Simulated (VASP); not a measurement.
# SnSe2 (P-3m1) in VASP: notebook, part 2 of 2

VASP 6.6.1. Earlier steps stand in the parts before.

## (3) Single point, r2SCAN (epitaxial xy strain +4.0%)

POSCAR

```
SnSe2
1.0
    3.9781553030      0.0000000000      0.0000000000
   -1.9890776515      3.4451835526      0.0000000000
    0.0000000000      0.0000000000      5.9647774130
Sn Se
1 2
Direct
    0.0000000000      0.0000000000      0.0000000000
    0.3333333333      0.6666666667      0.2556335108
    0.6666666667      0.3333333333      0.7443664892
```

INCAR.step1

```
PREC = Accurate
ENCUT = 520
ISMEAR = -1
SIGMA = 0.02
LREAL = False
LASPH = True
NELM = 80
NBANDS = 20
GGA = PE
ALGO = Normal
EDIFF = 1E-4
LWAVE = True
LCHARG = False
```

INCAR.step2

```
PREC = Accurate
ENCUT = 520
EDIFF = 1E-7
ISMEAR = -1
SIGMA = 0.02
LREAL = False
LASPH = True
NELM = 80
ALGO = Normal
ISIF = 2
LWAVE = False
LCHARG = True
METAGGA = R2SCAN
LMIXTAU = True
LELF = True
LVHAR = True
NBANDS = 20
ISTART = 1
```

KPOINTS

```
Automatic mesh
0
Gamma
  12 12 4
```

Potentials or basis: VASP PAW PBE potentials, release 64 (Sn_d, Se).

Run with:

```console
> cat potpaw_PBE.64/Sn_d/POTCAR potpaw_PBE.64/Se/POTCAR > POTCAR
> cp INCAR.step1 INCAR
> mpirun -np 1 vasp_std > vasp.out
> cp INCAR.step2 INCAR
> mpirun -np 1 vasp_std > vasp.out
```

Wall time 5.4 min (1 thread of AMD EPYC 9R45 (Zen 5), shared host); peak memory 0.25 GiB.

Results (log left out):

```yaml
Free_energy: -54.5529 eV
Pressure: -1.9 GPa
Largest_force: 0.011 eV/Å
Band_gap_on_the_k_mesh: 0.48 eV
```

Forces on the atoms (eV/Å):
```
Sn   0.000  0.000  0.000
Se   0.000  0.000 -0.011
Se   0.000  0.000  0.011
```

Stress tensor (GPa, compression positive):
```
-3.39  0.00  0.00
 0.00 -3.39  0.00
 0.00  0.00  0.93
```

Levels at points of the mesh, in eV from the valence-band top:
```tsv
k point	band 9	band 10	band 11	band 12	band 13	band 14	band 15	band 16	band 17	band 18
(0.00, 0.00, 0.00)	-1.18	-1.18	-0.96	-0.96	0.00	0.48	2.74	4.40	4.40	8.76
(0.50, 0.00, 0.00)	-4.34	-3.04	-3.03	-1.42	-0.63	0.97	3.76	5.25	5.58	7.52
(0.00, 0.00, 0.50)	-2.10	-1.31	-1.31	-0.74	-0.74	1.91	2.67	4.02	4.02	8.15
(0.50, 0.00, 0.50)	-4.95	-2.80	-1.98	-1.16	-1.13	0.83	4.31	5.12	6.25	6.43
```

Caveat: the cell differs from its parent crystal (epitaxial xy strain +4.0%); the PAW data sets were made with another functional, which shifts forces and pressure a little; spin-orbit coupling is left out, which moves the levels of the heavy elements.

## (4) Single point, r2SCAN (epitaxial xy strain -4.0%)

POSCAR

```
SnSe2
1.0
    3.6721433567      0.0000000000      0.0000000000
   -1.8360716783      3.1801694332      0.0000000000
    0.0000000000      0.0000000000      6.4276334178
Sn Se
1 2
Direct
    0.0000000000      0.0000000000      0.0000000000
    0.3333333333      0.6666666667      0.2528799346
    0.6666666667      0.3333333333      0.7471200654
```

INCAR.step1

```
SYSTEM = SnSe2
ALGO = Normal ; EDIFF = 1E-4
ENCUT = 520 ; GGA = PE
ISMEAR = 0 ; LASPH = .TRUE.
LCHARG = .FALSE. ; LREAL = .FALSE.
LWAVE = .TRUE. ; NBANDS = 20
NELM = 60 ; PREC = Accurate
SIGMA = 0.01
```

INCAR.step2

```
SYSTEM = SnSe2
ALGO = Normal ; EDIFF = 1E-7
ENCUT = 520 ; ISIF = 2
ISMEAR = 0 ; ISTART = 1
LASPH = .TRUE. ; LCHARG = .FALSE.
LMIXTAU = .TRUE. ; LREAL = .FALSE.
LWAVE = .FALSE. ; METAGGA = R2SCAN
NBANDS = 20 ; NELM = 60
PREC = Accurate ; SIGMA = 0.01
```

KPOINTS

```
k-points
0
G
  12 12 4
  0 0 0
```

Run with:

```console
> cat potpaw_PBE.64/Sn_d/POTCAR potpaw_PBE.64/Se/POTCAR > POTCAR
> cp INCAR.step1 INCAR
> mpirun -np 1 vasp_std > vasp.out
> cp INCAR.step2 INCAR
> mpirun -np 1 vasp_std > vasp.out
```

Wall time 4.4 min (1 thread of AMD EPYC 9R45 (Zen 5), shared host); peak memory 0.23 GiB.

It converged, with:

* Free energy: -54.4830 eV
* Pressure: 5.3 GPa
* Largest force: 0.016 eV/Å
* Band gap on the k mesh: 0.71 eV (least direct gap 1.46 eV)

Forces in eV/Å, atoms in the order of the input:
```
Sn   0.000  0.000  0.000
Se   0.000  0.000 -0.016
Se   0.000  0.000  0.016
```

Stress tensor (GPa, compression positive):
```
7.38 0.00 0.00
0.00 7.38 0.00
0.00 0.00 0.99
```

Levels at points of the mesh, in eV from the valence-band top:
```
           k point  band 11  band 12  band 13  band 14  band 15  band 16
(0.00, 0.00, 0.00)    -0.49    -0.18    -0.18     1.77     3.95     5.28
(0.50, 0.00, 0.00)    -2.59    -1.67    -0.43     1.30     4.19     5.50
(0.00, 0.00, 0.50)    -0.58    -0.05    -0.05     3.27     3.89     5.07
(0.50, 0.00, 0.50)    -2.44    -1.20    -0.76     0.71     4.14     4.95
```

Caveat: the cell differs from its parent crystal (epitaxial xy strain -4.0%); the cell stands under pressure; the PAW data sets were made with another functional, which shifts forces and pressure a little; spin-orbit coupling is left out, which moves the levels of the heavy elements.

## (5) Single point, r2SCAN (epitaxial xy strain -3.0%)

POSCAR

```
SnSe2
1.0
    3.7103948499      0.0000000000      0.0000000000
   -1.8551974250      3.2132961981      0.0000000000
    0.0000000000      0.0000000000      6.3846156289
Sn Se
1 2
Direct
    0.0000000000      0.0000000000      0.0000000000
    0.3333333333      0.6666666667      0.2526774657
    0.6666666667      0.3333333333      0.7473225343
```

INCAR.step1

```
PREC = Accurate ; ENCUT = 520
ISMEAR = 0 ; SIGMA = 0.01
LREAL = False ; LASPH = True
NELM = 60 ; NBANDS = 20
GGA = PE ; ALGO = Normal
EDIFF = 1E-4 ; LWAVE = True
LCHARG = False
```

INCAR.step2

```
PREC = Accurate ; ENCUT = 520
EDIFF = 1E-6 ; ISMEAR = 0
SIGMA = 0.01 ; LREAL = False
LASPH = True ; NELM = 60
ALGO = Normal ; ISIF = 2
LWAVE = False ; LCHARG = False
METAGGA = R2SCAN ; LMIXTAU = True
NBANDS = 20 ; ISTART = 1
```

KPOINTS

```
Automatic mesh
0
Gamma
  12 12 4
```

Run with:

```console
> cat potpaw_PBE.64/Sn_d/POTCAR potpaw_PBE.64/Se/POTCAR > POTCAR
> cp INCAR.step1 INCAR
> mpirun -np 1 vasp_std > vasp.out
> cp INCAR.step2 INCAR
> mpirun -np 1 vasp_std > vasp.out
```

It took 4.1 min on 1 thread of AMD EPYC 9R45 (Zen 5), shared host; peak memory 0.23 GiB.

It converged, with:

```yaml
Free_energy: -54.5433 eV
Pressure: 4.0 GPa
Largest_force: 0.017 eV/Å
Band_gap_on_the_k_mesh: 0.80 eV (least direct gap 1.47 eV)
```

Forces in eV/Å, atoms in the order of the input:
```
Sn   0.000  0.000  0.000
Se   0.000  0.000 -0.017
Se   0.000  0.000  0.017
```

Stress tensor (GPa, compression positive):
```
5.55 0.00 0.00
0.00 5.55 0.00
0.00 0.00 0.97
```

Levels at points of the mesh, in eV from the valence-band top:
```csv
k point,band 10,band 11,band 12,band 13,band 14,band 15,band 16,band 17
"(0.00, 0.00, 0.00)",-0.50,-0.50,-0.19,-0.19,1.72,3.87,5.23,5.23
"(0.50, 0.00, 0.00)",-3.30,-2.56,-1.53,-0.38,1.34,4.23,5.62,5.76
"(0.00, 0.00, 0.50)",-0.59,-0.59,-0.06,-0.06,3.17,3.81,5.02,5.02
"(0.50, 0.00, 0.50)",-2.43,-2.40,-1.07,-0.71,0.80,4.31,5.01,5.91
```

Caveat: the cell differs from its parent crystal (epitaxial xy strain -3.0%); the cell stands under pressure; the PAW data sets were made with another functional, which shifts forces and pressure a little; spin-orbit coupling is left out, which moves the levels of the heavy elements. A k mesh can miss the band edges.

## (6) Single point, r2SCAN (epitaxial xy strain -2.0%)

POSCAR

```
SnSe2
1.0
    3.7486463432      0.0000000000      0.0000000000
   -1.8743231716      3.2464229631      0.0000000000
    0.0000000000      0.0000000000      6.3398364817
Sn Se
1 2
Direct
    0.0000000000      0.0000000000      0.0000000000
    0.3333333333      0.6666666667      0.2525492917
    0.6666666667      0.3333333333      0.7474507083
```

INCAR.step1: that of step 5 with these lines changed.

```diff
@@ -3,3 +3,3 @@
 LREAL = False ; LASPH = True
-NELM = 60 ; NBANDS = 20
+NELM = 80 ; NBANDS = 20
 GGA = PE ; ALGO = Normal
```

INCAR.step2: that of step 5 with these lines changed.

```diff
@@ -3,3 +3,3 @@
 SIGMA = 0.01 ; LREAL = False
-LASPH = True ; NELM = 60
+LASPH = True ; NELM = 80
 ALGO = Normal ; ISIF = 2
```

KPOINTS

```
regular mesh
0
Gamma
  12 12 4
```

Potentials or basis: VASP PAW PBE potentials, release 64 (Sn_d, Se).

Run with:

```console
> cat potpaw_PBE.64/Sn_d/POTCAR potpaw_PBE.64/Se/POTCAR > POTCAR
> cp INCAR.step1 INCAR
> mpirun -np 1 vasp_std > vasp.out
> cp INCAR.step2 INCAR
> mpirun -np 1 vasp_std > vasp.out
```

Wall time 4.4 min (1 thread of AMD EPYC 9R45 (Zen 5), shared host); peak memory 0.23 GiB.

The run converged. Its results:

* Free energy: -54.5865 eV
* Pressure: 2.9 GPa
* Largest force: 0.019 eV/Å
* Band gap on the k mesh: 0.89 eV (least direct gap 1.48 eV)

Forces in eV/Å, atoms in the order of the input:
```
Sn   0.000  0.000  0.000
Se   0.000  0.000 -0.019
Se   0.000  0.000  0.019
```

Stress tensor (GPa, compression positive):
```
3.88 0.00 0.00
0.00 3.88 0.00
0.00 0.00 0.93
```

Levels at points of the mesh, in eV from the valence-band top:
```
           k point  band 9  band 10  band 11  band 12  band 13  band 14  band 15  band 16  band 17  band 18
(0.00, 0.00, 0.00)   -0.51    -0.51    -0.44    -0.21    -0.21     1.66     3.79     5.20     5.20     8.35
(0.50, 0.00, 0.00)   -4.70    -3.14    -2.53    -1.40    -0.32     1.39     4.27     5.73     5.79     7.08
(0.00, 0.00, 0.50)   -2.40    -0.60    -0.60    -0.07    -0.07     3.07     3.73     4.97     4.97     8.52
(0.50, 0.00, 0.50)   -5.10    -2.37    -2.26    -0.96    -0.67     0.89     4.47     5.08     6.07     6.57
```

Caveat: the cell differs from its parent crystal (epitaxial xy strain -2.0%); the PAW data sets were made with another functional, which shifts forces and pressure a little; spin-orbit coupling is left out, which moves the levels of the heavy elements. A k mesh can miss the band edges.

## (7) The runs side by side

```csv
cell,smearing,gap on the mesh (eV),pressure (GPa),largest force (eV/Å)
"a = 3.902, b = 3.902, c = 6.109 Å, angles 90.0, 90.0, 120.0°, 3 atoms",gaussian 0.01 eV,0.83,-0.7,0.02
"a = 3.978, b = 3.978, c = 5.965 Å, angles 90.0, 90.0, 120.0°, 3 atoms",fermi-dirac 0.02 eV,0.48,-1.9,0.01
"a = 3.672, b = 3.672, c = 6.428 Å, angles 90.0, 90.0, 120.0°, 3 atoms",gaussian 0.01 eV,0.71,5.3,0.02
"a = 3.710, b = 3.710, c = 6.385 Å, angles 90.0, 90.0, 120.0°, 3 atoms",gaussian 0.01 eV,0.80,4.0,0.02
"a = 3.749, b = 3.749, c = 6.340 Å, angles 90.0, 90.0, 120.0°, 3 atoms",gaussian 0.01 eV,0.89,2.9,0.02
```

Alike in all rows: task single point; level r2SCAN; potentials or basis VASP PAW PBE potentials, release 64 (Sn_d, Se); no spin polarisation; k mesh 12 × 12 × 4; cutoff (eV) 520.

Caveats: the PAW data sets were made with another functional, which shifts forces and pressure a little; spin-orbit coupling is left out, which moves the levels of the heavy elements; the cell stands under pressure (at least some runs).

Total energies depend on the potentials used, so only differences within one code and one set of settings carry meaning.
